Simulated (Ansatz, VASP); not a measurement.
# P in VASP and in Ansatz

File INCAR:

```
SYSTEM = P
ALGO = Normal
EDIFF = 1E-6
EDIFFG = -0.04
ENCUT = 600
GGA = PE
IBRION = 2
ISIF = 3
ISMEAR = 0
LASPH = .True.
LCHARG = .False.
LREAL = .False.
LWAVE = .False.
NELM = 100
NSW = 90
PREC = Accurate
SIGMA = 0.1
```

Contents of KPOINTS:

```
k-points
0
Gamma
  8 8 6
  0 0 0
```

File POSCAR:

```
P
1.0
    2.4648732800      0.0000000000      0.0000000000
    0.0000000000      2.4648732800      0.0000000000
    0.0000000000      0.0000000000      3.5525111500
P
1
Direct
    0.5000000000      0.5000000000      0.0000000000
```

Input for Ansatz:

```yaml
crystal:
  lattice:
    - [2.46487328, 0.0, 0.0]
    - [0.0, 2.46487328, 0.0]
    - [0.0, 0.0, 3.55251115]
  atoms:
    - { symbol: P, position: [0.5, 0.5, 0.0] }
basis:
  ecutwfc: 420
kpoints:
  mp_grid: { grid: [8, 8, 6] }
hamiltonian:
  xc: pbe
scf:
  occupations: { method: gaussian, width: 0.1 }
  lower_state_search: "off"
output:
  forces: true
  stress: true
  eigenvalues: true
relax:
  adjacent_minimum: "off"
  f_tol: 0.04
  max_steps: 70
  cell: { stress_tol: 0.4 }
```

Alike in both runs: task relaxation of cell and atoms; functional PBE; k mesh 8 × 8 × 6; occupations gaussian, width 0.1 eV; no spin polarisation.

```csv
,VASP,Ansatz
version,VASP 6.6.1,Ansatz 0.2.0
potentials or method,"VASP PAW PBE potentials, release 64 (P), cutoff 600 eV","scalar-relativistic, plane waves, PAW"
valence electrons in the cell,5,5
```

|  | VASP | Ansatz | Ansatz less VASP |
| --- | --- | --- | --- |
| gap on the k mesh at the Fermi level, each at its own relaxed structure (eV) | none | none | - |
| relaxed volume (Å³/atom) | 14.77 | 14.83 | +0.055 |
| relaxed cell length with the largest relative difference (Å) | 2.366 | 2.369 | +0.0031 |

A gap of «none» marks a metal or a gap that the smearing closes.

Noted on VASP's run: the volume moved by over 15 % at a fixed basis, so the end points are rough.
